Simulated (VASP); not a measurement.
Input of a VASP 6.6.1 run:

Contents of INCAR:

```
SYSTEM = Si16Ge
PREC = Accurate
ENCUT = 520
EDIFF = 1E-6
ISMEAR = 0
SIGMA = 0.02
LREAL = Auto
LASPH = .TRUE.
NELM = 60
ALGO = Normal
ISIF = 2
LWAVE = .FALSE.
LCHARG = .TRUE.
GGA = PE
IVDW = 12
LELF = .TRUE.
LVHAR = .TRUE.
NBANDS = 53
```

File KPOINTS:

```
Automatic mesh
0
G
  2 2 2
  0 0 0
```

File POSCAR:

```
Si16Ge
1.0
    0.0000000000      5.4300000000      5.4300000000
    5.4300000000      0.0000000000      5.4300000000
    5.4300000000      5.4300000000      0.0000000000
Si Ge
16 1
Direct
   -0.0026253223      0.0134973297     -0.0081542357
    0.1135253223      0.1263803867      0.1337406077
   -0.0225262431      0.0090693370      0.5045133517
    0.1171240331      0.1532941989      0.6125157459
   -0.0033244936      0.4973478821     -0.0067394107
    0.1391455801      0.6396111418      0.0821993554
    0.0165519337      0.5164937385      0.4505497238
    0.1158254144      0.6169607735      0.6139060773
    0.4870453039     -0.0129095764      0.0389764273
    0.6264645488      0.1263284530      0.1338428177
    0.5090537753      0.0090244936      0.5046057090
    0.6117540516      0.1116689687      0.6649908840
    0.5127958564      0.4972816759     -0.0065936464
    0.6259115101      0.6135477901      0.1347927256
    0.5086124309      0.4774864641      0.5054402394
    0.6534678637      0.6168365562      0.6140498158
    0.2738123389      0.7730443831      0.6795443831
```

Potentials or basis: VASP PAW PBE potentials, release 64 (Si, Ge_d).

Command:

```sh
$ cat potpaw_PBE.64/Si/POTCAR potpaw_PBE.64/Ge_d/POTCAR > POTCAR
$ mpirun -np 1 vasp_std > vasp.out
```

Problem. Estimate the pressure.

Solution. 3.2 GPa.

Problem. Estimate the band gap on the k mesh.

Solution. Zero (band 39 reaches 6.94 eV, above the bottom of band 40 at 6.75 eV).

Forces on the atoms (eV/Å):
```
Si  -0.015  0.005 -0.005
Si  -0.025 -0.007  0.026
Si  -0.044  0.017  0.040
Si  -0.056 -0.014  0.014
Si  -0.001 -0.001  0.020
Si   0.068  0.069 -0.070
Si   0.052  0.049 -0.049
Si  -0.015 -0.015  0.060
Si  -0.071 -0.074  0.074
Si  -0.025 -0.026  0.007
Si  -0.044 -0.040 -0.016
Si  -0.077 -0.073  0.073
Si  -0.001 -0.020  0.002
Si  -0.008 -0.027  0.026
Si   0.013 -0.043  0.043
Si  -0.016 -0.060  0.015
Ge   0.266  0.259 -0.260
```

Caveat: the k points lie up to 0.50 Å⁻¹ apart.
